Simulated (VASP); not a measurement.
**Cu: vibrations by perturbation theory with LDA**

Cu:

```xyz
2
Lattice="0.0000 -1.8075 -1.8075 0.0000 1.8075 -1.8075 3.6150 0.0000 0.0000" Properties=species:S:1:pos:R:3 pbc="T T T"
Cu    1.8075    0.0000   -1.8075
Cu    0.0000    0.0000    0.0000
```

```json
{
  "Program": "VASP 6.6.1",
  "Task": "vibrations by perturbation theory",
  "Functional": "LDA",
  "Potentials or basis": "VASP PAW LDA potentials, release 64 (Cu)",
  "Cutoff": "520 eV",
  "k mesh": "18 × 18 × 14",
  "Occupations": "gaussian, width 0.15 eV",
  "Spin": "no spin polarisation",
  "Dipole correction": "no",
  "Further INCAR settings": "ALGO = Normal; EDIFF = 1e-08; IBRION = 8; NSW = 1"
}
```

* Highest phonon frequency at Γ: 219 cm⁻¹

Phonon frequencies in cm⁻¹ (negative: imaginary):
```tsv
q point	frequencies
(0.000, 0.000, 0.000)	0 0 0 156 156 219
```

Run time: 16 min on 1 thread of Intel Xeon 8259CL, on a shared host, peak memory 0.57 GiB.

Caveat: the cell stands under pressure or tension, which shifts response properties.
